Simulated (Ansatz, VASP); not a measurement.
# BaTe: VASP beside Ansatz

```
CELL_PARAMETERS angstrom
4.89537 0.00000 0.00000
-2.44769 4.23952 0.00000
0.00000 0.00000 8.58407
ATOMIC_POSITIONS crystal
Ba 0.00000 0.00000 0.00000
Ba 0.00000 0.00000 0.50000
Te 0.33333 0.66667 0.25000
Te 0.66667 0.33333 0.75000
```

Alike in both runs: task single point; functional LDA; k mesh 6 × 6 × 4; no spin polarisation.

|  | VASP | Ansatz |
| --- | --- | --- |
| version | VASP 6.6.1 | Ansatz 0.2.0 |
| potentials or method | VASP PAW LDA potentials, release 64 (Ba_sv, Te) | plane waves, PAW |
| plane-wave cutoff (eV) | 520 | 420 |
| occupations | gaussian, width 0.01 eV | fixed |
| valence electrons in the cell | 32 | 52 |

Ansatz gave:

```
gap on the k mesh at the Fermi level (eV) : 1.62
```

Problem. What did VASP give for the same quantities?

Solution. gap on the k mesh at the Fermi level (eV): 1.53.

LDA's correlation is that of Perdew and Zunger in VASP and of Perdew and Wang (1992) in Ansatz. VASP's potentials hold 32 valence electrons a cell and Ansatz's 52, so a difference there can come from the potentials and not from the codes.

Spin-orbit coupling is off throughout.
